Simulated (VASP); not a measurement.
# MgS (R3m) in VASP: a series of runs

Aim: see how the results for MgS move with the level of theory and the settings. Levels: PBE, r2SCAN. Tasks: single point.

Program: VASP 6.6.1. These are calculated values, not measurements. Logs are shortened: lines on timing, memory, paths and dates and some standing lists are left out, and cuts for length are marked.

## Step 1: The cell of the first run

Symmetry: R3m, No. 160, trigonal system. Conventional cell: a = 3.868 Å, b = 3.868 Å, c = 10.060 Å, α = 90.00°, β = 90.00°, γ = 120.00°. Mg (site symmetry 3m) has 4 S at 2.41 to 2.44 Å within 3.2 Å. Within 3.2 Å of S (site symmetry 3m) lie 4 Mg at 2.41 to 2.44 Å.

## Step 2: Single point, PBE (epitaxial 111 strain -3.4%)

INCAR

```
SYSTEM = MgS
PREC     = Accurate       ! precision mode
ENCUT    = 520            ! plane-wave cutoff, eV
EDIFF    = 1E-6           ! SCF threshold, eV
ISMEAR   = -1             ! smearing method
SIGMA    = 0.02           ! smearing width, eV
LREAL    = .False.        ! projectors in reciprocal space
LASPH    = .True.         ! aspherical terms in the spheres
NELM     = 100            ! most SCF steps
ALGO     = Normal         ! electronic algorithm
ISIF     = 2              ! what is computed and relaxed
LWAVE    = .False.        ! write WAVECAR
LCHARG   = .False.        ! write CHGCAR
GGA      = PE             ! functional
NBANDS   = 11             ! bands
```

KPOINTS

```
Automatic mesh
0
Gamma
  8 8 8
  0 0 0
```

POSCAR

```
MgS
1.0
    0.1127252620      2.8476353761      2.8476353761
    2.8476353761      0.1127252620      2.8476353761
    2.8476353761      2.8476353761      0.1127252620
Mg S
1 1
Direct
    0.0037658601      0.0037658601      0.0037658601
    0.2462341399      0.2462341399      0.2462341399
```

Potentials or basis: VASP PAW PBE potentials, release 64 (Mg, S).

Command:

```
cat potpaw_PBE.64/Mg/POTCAR potpaw_PBE.64/S/POTCAR > POTCAR
mpirun -np 1 vasp_std > vasp.out
```

OUTCAR:

```text
SYSTEM = MgS
   PREC = Accurate
   ENCUT = 520
   EDIFF = 1E-6
   ISMEAR = -1
   LREAL = .False.
   LASPH = .True.
   NELM = 100
   ISIF = 2
   GGA = PE

 ion  position               nearest neighbor table
   1  0.004  0.004  0.004-   2 2.41   2 2.41   2 2.41   2 2.44
   2  0.246  0.246  0.246-   1 2.41   1 2.41   1 2.41   1 2.44

  LATTYP: Found a trigonal (rhomboedric) cell.
 ALAT       =     4.0287419196
 COS(alpha) =     0.5391631284

  Lattice vectors:

 A1 = (   0.1127252620,   2.8476353761,   2.8476353761)
 A2 = (   2.8476353761,   0.1127252620,   2.8476353761)
 A3 = (   2.8476353761,   2.8476353761,   0.1127252620)

Analysis of symmetry for initial positions (statically):
=====================================================================
 Subroutine PRICEL returns:
 Original cell was already a primitive cell.

 Routine SETGRP: Setting up the symmetry group for a
 trigonal (rhombohedral) supercell.

 Subroutine GETGRP returns: Found  6 space group operations
 (whereof  6 operations were pure point group operations)
 out of a pool of 12 trial point group operations.

The static configuration has the point symmetry C_3v.

Analysis of symmetry for dynamics (positions and initial velocities):
=====================================================================
 Subroutine PRICEL returns:
 Original cell was already a primitive cell.

 Routine SETGRP: Setting up the symmetry group for a
 trigonal (rhombohedral) supercell.

 Subroutine GETGRP returns: Found  6 space group operations
 (whereof  6 operations were pure point group operations)
 out of a pool of 12 trial point group operations.

The dynamic configuration has the point symmetry C_3v.

 Subroutine INISYM returns: Found  6 space group operations
 (whereof  6 operations are pure point group operations),
 and found     1 'primitive' translations

----------------------------------------------------------------------------------------

                                     Primitive cell

  volume of cell :      43.4423

  direct lattice vectors                    reciprocal lattice vectors
     0.112725262  2.847635376  2.847635376    -0.186369678  0.179273052  0.179273052
     2.847635376  0.112725262  2.847635376     0.179273052 -0.186369678  0.179273052
     2.847635376  2.847635376  0.112725262     0.179273052  0.179273052 -0.186369678

  length of vectors
     4.028741920  4.028741920  4.028741920     0.314660629  0.314660629  0.314660629

  position of ions in fractional coordinates (direct lattice)
     0.003765860  0.003765860  0.003765860
     0.246234140  0.246234140  0.246234140

  ion indices of the primitive-cell ions
   primitive index   ion index
                 1           1
                 2           2

----------------------------------------------------------------------------------------

 KPOINTS: Automatic mesh

Automatic generation of k-mesh.
 Grid dimensions read from file:
 generate k-points for:    8    8    8

 Generating k-lattice:

  Cartesian coordinates                     Fractional coordinates (reciprocal lattice)
    -0.023296210  0.022409132  0.022409132     0.125000000  0.000000000 -0.000000000
     0.022409132 -0.023296210  0.022409132     0.000000000  0.125000000 -0.000000000
     0.022409132  0.022409132 -0.023296210     0.000000000  0.000000000  0.125000000

  Length of vectors
     0.039332579  0.039332579  0.039332579

  Shift w.r.t. Gamma in fractional coordinates (k-lattice)
     0.000000000  0.000000000  0.000000000

 Subroutine IBZKPT returns following result:
 ===========================================

 Found     65 irreducible k-points:

 Following reciprocal coordinates:
            Coordinates               Weight
  0.000000  0.000000  0.000000      1.000000
  0.125000  0.000000 -0.000000      6.000000
  0.250000  0.000000 -0.000000      6.000000
  0.375000  0.000000  0.000000      6.000000
  0.500000  0.000000 -0.000000      3.000000
  0.125000  0.125000 -0.000000      6.000000
[... 16 lines left out ...]
  0.250000  0.125000  0.125000      6.000000
  0.375000  0.125000  0.125000      6.000000
 [... further k-points ...]
   k-points           NKPTS =     65   k-points in BZ     NKDIM =     65   number of bands    NBANDS=     11
   number of dos      NEDOS =    301   number of ions     NIONS =      2
   total plane-waves  NPLWV =  27000
   dimension x,y,z NGX =    30 NGY =   30 NGZ =   30
   dimension x,y,z NGXF=    60 NGYF=   60 NGZF=   60
   ions per type =               1   1
   NGX,Y,Z   is equivalent  to a cutoff of  12.38, 12.38, 12.38 a.u.
   NGXF,Y,Z  is equivalent  to a cutoff of  24.76, 24.76, 24.76 a.u.
 SYSTEM =  MgS
   PREC   = accura    normal or accurate (medium, high low for compatibility)
   ISTART =      0    job   : 0-new  1-cont  2-samecut
   ICHARG =      2    charge: 1-file 2-atom 10-const
   ISPIN  =      1    spin polarized calculation?
   LNONCOLLINEAR =      F non collinear calculations
   LSORBIT =      F    spin-orbit coupling
   LASPH  =      T    aspherical Exc in radial PAW
   ENCUT  =  520.0 eV  38.22 Ry    6.18 a.u.   7.49  7.49  7.49*2*pi/ulx,y,z
   NELM   =    100;   NELMIN=  2; NELMDL= -5     # of ELM steps
   EDIFF  = 0.1E-05   stopping-criterion for ELM
   LREAL  =      F    real-space projection
   EDIFFG = 0.1E-04   stopping-criterion for IOM
   NSW    =      0    number of steps for IOM
   IBRION =     -1    ionic relax: 0-MD 1-quasi-New 2-CG
   NFREE  =      0    steps in history (QN), initial steepest desc. (CG)
   ISIF   =      2    stress and relaxation
   ISYM   =      2    0-nonsym 1-usesym 2-fastsym
   POTIM  = 0.5000    time-step for ionic-motion
   TEBEG  =    0.0;   TEEND  =   0.0 temperature during run
   PSTRESS=    0.0 pullay stress
   NELECT =       8.0000    total number of electrons
   NUPDOWN=      -1.0000    fix difference up-down
   EMIN   =  10.00;   EMAX   =-10.00  energy-range for DOS
   EFERMI =   0.00;   METHOD = LEGACY
   ISMEAR =    -1;   SIGMA  =   0.02  broadening in eV -4-tet -1-fermi 0-gaus
   EFERMI_NEDOS =   21; number of points for ismear=-14 and -15
   IALGO  =     38    algorithm
   IMIX   =      4    mixing-type and parameters
     AMIX     =   0.40;   BMIX     =  1.00
     AMIX_MAG =   1.60;   BMIX_MAG =  1.00
  volume/ion in A,a.u.               =      21.72       146.58
  Fermi-wavevector in a.u.,A,eV,Ry     =   0.931395  1.760082 11.803015  0.867497
  Thomas-Fermi vector in A             =   2.057884
   LORBIT       =      0    0 simple, 1 ext, 2 COOP (PROOUT), +10 PAW based schemes
   GGA     = PE    functional components
   LHFCALC =     F    Hartree Fock is set to
   AEXX    =    0.0000 exact exchange contribution
   IVDW    =     0    specifies the selected vdW correction
   LEPSILON=     F    determine dielectric tensor
   LRPA    =     F    only Hartree local field effects (RPA)
 non-spin polarized calculation
  energy-cutoff  :      520.00
  volume of cell :       43.44
 maximum number of plane-waves:      1186
 NGX is ok and might be reduce to    30
   NGX = 15   NGY = 15   NGZ = 15

 number of electron       8.0000000 magnetization

 Free energy of the ion-electron system (eV)
  ---------------------------------------------------
  ext. energy  EPLUGINS =         0.00000000
  ---------------------------------------------------
  free energy    TOTEN  =        -8.42292369 eV

  energy without entropy =       -8.42292369  energy(sigma->0) =       -8.42292369

 E-fermi :   1.8788     XC(G=0):  -8.5623

 val. band max:        1.4952793198   @ k =   0.0000   0.0000   0.0000
 cond. band min:       4.9581737385   @ k =   0.0000   0.0000   0.0000
 fundamental gap:      3.4628944188
 Fermi energy:         1.8788007990

 k-point     1 :       0.0000    0.0000    0.0000
  band No.  band energies     occupation
      1     -10.0633      2.00000
      2       1.0912      2.00000
      3       1.4953      2.00000
      4       1.4953      2.00000
      5       4.9582      0.00000
      6       8.9442      0.00000
      7       9.6933      0.00000
      8       9.6933      0.00000
      9      12.2937      0.00000
     10      12.2937      0.00000
     11      15.2956      0.00000

 k-point     2 :       0.1250    0.0000   -0.0000
  band No.  band energies     occupation
      1      -9.9639      2.00000
      2       0.7102      2.00000
      3       1.1094      2.00000
      4       1.4248      2.00000
      5       5.6061      0.00000
      6       9.1864      0.00000
      7       9.4618      0.00000
      8       9.8723      0.00000
      9      11.7013      0.00000
     10      11.8783      0.00000
     11      14.6508      0.00000

 k-point     3 :       0.2500    0.0000   -0.0000
  band No.  band energies     occupation
      1      -9.7047      2.00000
      2      -0.5107      2.00000
      3       0.9777      2.00000
      4       1.2668      2.00000
      5       6.4069      0.00000
      6       9.2798      0.00000
      7       9.4930      0.00000
      8       9.7852      0.00000
      9      11.6060      0.00000
     10      12.1568      0.00000
     11      13.7481      0.00000

 k-point     4 :       0.3750    0.0000    0.0000
  band No.  band energies     occupation
      1      -9.4112      2.00000
      2      -1.5049      2.00000
      3       0.8793      2.00000
      4       1.1230      2.00000
      5       6.5494      0.00000
      6       8.9269      0.00000
      7       9.3458      0.00000
      8       9.9378      0.00000
      9      12.8505      0.00000
     10      13.6767      0.00000
     11      13.8969      0.00000
[... 239 lines left out ...]
 k-point    22 :       0.1250    0.1250    0.1250
  band No.  band energies     occupation
      1      -9.9796      2.00000
      2       0.4126      2.00000
      3       1.4526      2.00000
      4       1.4526      2.00000
      5       5.6733      0.00000
      6       8.8227      0.00000
      7       9.8476      0.00000
      8       9.8476      0.00000
      9      11.9202      0.00000
     10      11.9202      0.00000
     11      14.8126      0.00000

 k-point    23 :       0.2500    0.1250    0.1250
  band No.  band energies     occupation
      1      -9.8351      2.00000
      2      -0.0804      2.00000
      3       0.9492      2.00000
      4       1.4317      2.00000
      5       6.4582      0.00000
      6       8.8586      0.00000
      7       9.7090      0.00000
      8      10.0661      0.00000
      9      11.0650      0.00000
     10      12.2462      0.00000
     11      15.2136      0.00000

 k-point    24 :       0.3750    0.1250    0.1250
  band No.  band energies     occupation
      1      -9.5633      2.00000
      2      -0.8701      2.00000
      3       0.4703      2.00000
      4       1.2708      2.00000
      5       7.0781      0.00000
      6       8.8739      0.00000
      7       9.5732      0.00000
      8       9.8466      0.00000
      9      11.6510      0.00000
     10      13.2300      0.00000
     11      14.4959      0.00000

 [... further k-points ...]

------------------------ aborting loop because EDIFF is reached ----------------------------------------

  FORCE on cell =-STRESS in cart. coord.  units (eV):
  Direction    XX          YY          ZZ          XY          YZ          ZX
  --------------------------------------------------------------------------------------
  -------------------------------------------------------------------------------------
  Total        0.9791607      0.9791607      0.9791607     -0.3488765     -0.3488765     -0.3488765
  in kB       36.1120508     36.1120508     36.1120508    -12.8667786    -12.8667786    -12.8667786
  external PRESSURE =      36.1120508 kB  Pullay stress =       0.0000000 kB

 VOLUME and BASIS-vectors are now :
 -----------------------------------------------------------------------------
  energy-cutoff  :      520.00
  volume of cell :       43.44
      direct lattice vectors                 reciprocal lattice vectors
     0.112725262  2.847635376  2.847635376    -0.186369678  0.179273052  0.179273052
     2.847635376  0.112725262  2.847635376     0.179273052 -0.186369678  0.179273052
     2.847635376  2.847635376  0.112725262     0.179273052  0.179273052 -0.186369678

 POSITION                                       TOTAL-FORCE (eV/Angst)
 -----------------------------------------------------------------------------------
      0.02187      0.02187      0.02187         0.007582      0.007582      0.007582
      1.43013      1.43013      1.43013        -0.007582     -0.007582     -0.007582
 -----------------------------------------------------------------------------------
    total drift:                                0.000092      0.000092      0.000092

  FREE ENERGIE OF THE ION-ELECTRON SYSTEM (eV)
  ---------------------------------------------------
  free  energy   TOTEN  =        -8.4229236948 eV

  energy  without entropy=       -8.4229236947  energy(sigma->0) =       -8.42292369
```

It took 38 s on 1 thread of Intel Xeon 8259CL, shared host; peak memory 0.19 GiB.

Results:

```
Free energy            : -8.4229 eV
Pressure               : 3.6 GPa
Largest force          : 0.013 eV/Å
Band gap on the k mesh : 3.46 eV
```

Forces in eV/Å, atoms in the order of the input:
```
Mg   0.008  0.008  0.008
S   -0.008 -0.008 -0.008
```

Levels at points of the mesh, in eV from the valence-band top:
| k point | band 1 | band 2 | band 3 | band 4 | band 5 | band 6 | band 7 | band 8 | band 9 |
| --- | --- | --- | --- | --- | --- | --- | --- | --- | --- |
| (0.00, 0.00, 0.00) | -11.56 | -0.40 | 0.00 | 0.00 | 3.46 | 7.45 | 8.20 | 8.20 | 10.80 |
| (0.50, 0.00, 0.00) | -10.77 | -3.38 | -0.65 | -0.43 | 5.01 | 7.24 | 7.66 | 8.63 | 12.72 |
| (0.50, 0.50, 0.00) | -10.56 | -3.08 | -1.40 | -1.04 | 3.66 | 5.59 | 11.24 | 12.52 | 12.63 |
| (0.50, 0.50, 0.50) | -10.91 | -3.55 | -0.27 | -0.27 | 5.41 | 7.90 | 7.90 | 8.55 | 12.90 |

Caveat: the cell differs from its parent crystal (epitaxial 111 strain -3.4%); the cell stands under pressure; the structure was generated, so it needn't be the stable form of MgS. A k mesh can miss the band edges.

## Step 3: Single point, r2SCAN (epitaxial 111 strain -3.4%)

POSCAR is that of step 2.

INCAR.step1

```
PREC = Accurate ; ENCUT = 520
ISMEAR = 0 ; SIGMA = 0.01
LREAL = False ; LASPH = True
NELM = 60 ; NBANDS = 11
GGA = PE ; ALGO = Normal
EDIFF = 1E-4 ; LWAVE = True
LCHARG = False
```

INCAR.step2

```
PREC = Accurate ; ENCUT = 520
EDIFF = 1E-7 ; ISMEAR = 0
SIGMA = 0.01 ; LREAL = False
LASPH = True ; NELM = 60
ALGO = Normal ; ISIF = 2
LWAVE = False ; LCHARG = False
METAGGA = R2SCAN ; LMIXTAU = True
NBANDS = 11 ; ISTART = 1
```

KPOINTS

```
regular mesh
0
Gamma
  8 8 8
```

Potentials or basis: VASP PAW PBE potentials, release 64 (Mg, S).

Command:

```
cat potpaw_PBE.64/Mg/POTCAR potpaw_PBE.64/S/POTCAR > POTCAR
cp INCAR.step1 INCAR
mpirun -np 1 vasp_std > vasp.out
cp INCAR.step2 INCAR
mpirun -np 1 vasp_std > vasp.out
```

It took 2.2 min on 1 thread of Intel Xeon 8259CL, shared host; peak memory 0.19 GiB.

The run converged. Its results:

```
Free energy            : -15.4152 eV
Pressure               : 2.4 GPa
Largest force          : 0.003 eV/Å
Band gap on the k mesh : 4.09 eV (least direct gap 4.14 eV)
```

Forces on the atoms (eV/Å):
```
Mg  -0.002 -0.002 -0.002
S    0.002  0.002  0.002
```

Stress tensor (GPa, compression positive):
```
 2.43 -1.39 -1.39
-1.39  2.43 -1.39
-1.39 -1.39  2.43
```

Levels at points of the mesh, in eV from the valence-band top:
```
           k point  band 1  band 2  band 3  band 4  band 5  band 6  band 7  band 8  band 9
(0.00, 0.00, 0.00)  -12.04   -0.42    0.00    0.00    4.14    8.08    8.85    8.85   11.42
(0.50, 0.00, 0.00)  -11.24   -3.41   -0.67   -0.44    5.68    7.81    8.23    9.29   13.41
(0.50, 0.50, 0.00)  -11.02   -3.10   -1.43   -1.06    4.09    6.20   12.22   13.50   13.64
(0.50, 0.50, 0.50)  -11.37   -3.58   -0.27   -0.27    6.10    8.48    8.48    9.24   13.59
```

Caveat: the cell differs from its parent crystal (epitaxial 111 strain -3.4%); the structure was generated, so it needn't be the stable form of MgS; the PAW data sets were made with another functional, which shifts forces and pressure a little.
